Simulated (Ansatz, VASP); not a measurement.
# Ru: VASP beside Ansatz

File INCAR:

```
SYSTEM = Ru
PREC = Accurate ; ENCUT = 520
EDIFF = 1E-6 ; ISMEAR = -1
SIGMA = 0.1 ; LREAL = .False.
LASPH = .True. ; NELM = 100
ALGO = Normal ; ISIF = 2
LWAVE = .False. ; LCHARG = .False.
GGA = CA ; NBANDS = 13
```

Contents of KPOINTS:

```
regular mesh
0
Gamma
  17 17 17
  0 0 0
```

The input POSCAR:

```
Ru
1.0
   -1.5393432125      1.5393432125      1.5393432125
    1.5393432125     -1.5393432125      1.5393432125
    1.5393432125      1.5393432125     -1.5393432125
Ru
1
Direct
    0.0000000000      0.0000000000      0.0000000000
```

Input for Ansatz:

```yaml
crystal:
  lattice:
    - [-1.5393432125, 1.5393432125, 1.5393432125]
    - [1.5393432125, -1.5393432125, 1.5393432125]
    - [1.5393432125, 1.5393432125, -1.5393432125]
  atoms:
    - { symbol: Ru, position: [0.0, 0.0, 0.0] }
hamiltonian:
  xc: lda
  pseudopotentials:
    kind: paw
    azcp:
      Ru: "pseudopotentials/Ru.paw.azcp"
basis:
  ecutwfc: 420
  fft_grid_basis: typed
kpoints:
  mp_grid: { grid: [17, 17, 17], shift: [0, 0, 0] }
magnetization:
  spin_polarized: false
scf:
  occupations: { method: fermi_dirac, width: 0.1 }
  lower_state_search: "off"
output:
  stress: true
```

Alike in both runs: task single point; functional LDA; k mesh 17 × 17 × 17; occupations fermi-dirac, width 0.1 eV; no spin polarisation.

```csv
,VASP,Ansatz
version,VASP 6.6.1,Ansatz 0.2.0
potentials or method,"VASP PAW LDA potentials, release 64 (Ru_pv), cutoff 520 eV","plane waves (420 eV) with PAW, scalar-relativistic"
valence electrons in the cell,14,16
```

Ansatz gave:

* pressure (GPa): -20.9

Question: What did VASP give for the same quantities?

Answer: Pressure (GPa): -20.3.

Ansatz warns that its potentials were made for another functional, while VASP's fit it. LDA's correlation is that of Perdew and Zunger in VASP and of Perdew and Wang (1992) in Ansatz. VASP's potentials hold 14 valence electrons a cell and Ansatz's 16, so a difference there can come from the potentials and not from the codes.
